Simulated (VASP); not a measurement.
A run of VASP 6.6.1 is set up as follows.

INCAR

```
ALGO = Normal
EDIFF = 1E-6
EDIFFG = -0.005
ENCUT = 600
GGA = PS
IBRION = 2
ISIF = 3
ISMEAR = -1
LASPH = T
LCHARG = F
LREAL = F
LWAVE = F
NELM = 100
NSW = 80
PREC = Accurate
SIGMA = 0.02
```

KPOINTS

```
k-points
0
Gamma
  6 6 4
```

POSCAR

```
HgTe
1.0
    4.6987816501      0.0000000000      0.0000000000
   -2.3493908251      4.0692642759      0.0000000000
    0.0000000000      0.0000000000      7.7110649742
Hg Te
2 2
Direct
    0.3333333333      0.6666666667      0.0003155724
    0.6666666667      0.3333333333      0.5003155724
    0.3333333333      0.6666666667      0.3746844276
    0.6666666667      0.3333333333      0.8746844276
```

Potentials or basis: VASP PAW PBE potentials, release 64 (Hg, Te).

Command:

```console
$ cat potpaw_PBE.64/Hg/POTCAR potpaw_PBE.64/Te/POTCAR > POTCAR
$ mpirun -np 1 vasp_std > vasp.out
```

Question: Predict the relaxed volume.

Answer: 34.66 Å³/atom.

Question: Predict the relaxed cell.

Answer: a = 4.604 Å, b = 4.604 Å, c = 7.552 Å, α = 90.00°, β = 90.00°, γ = 120.00°.

Question: What does it give for the space group after relaxing (to 0.1 Å)?

Answer: P6_3mc (No. 186).

Question: Estimate the band gap on the k mesh.

Answer: Zero (filled and empty bands touch).

Forces on the atoms (eV/Å):
```
Hg   0.000  0.000  0.003
Hg   0.000  0.000  0.003
Te   0.000  0.000 -0.003
Te   0.000  0.000 -0.003
```

Caveat: the structure was generated, so it needn't be the stable form of HgTe; semilocal functionals underestimate gaps, and a narrow one can read as zero; the PAW data sets were made with another functional, which shifts forces and pressure a little; spin-orbit coupling is left out, which moves the levels of the heavy elements.
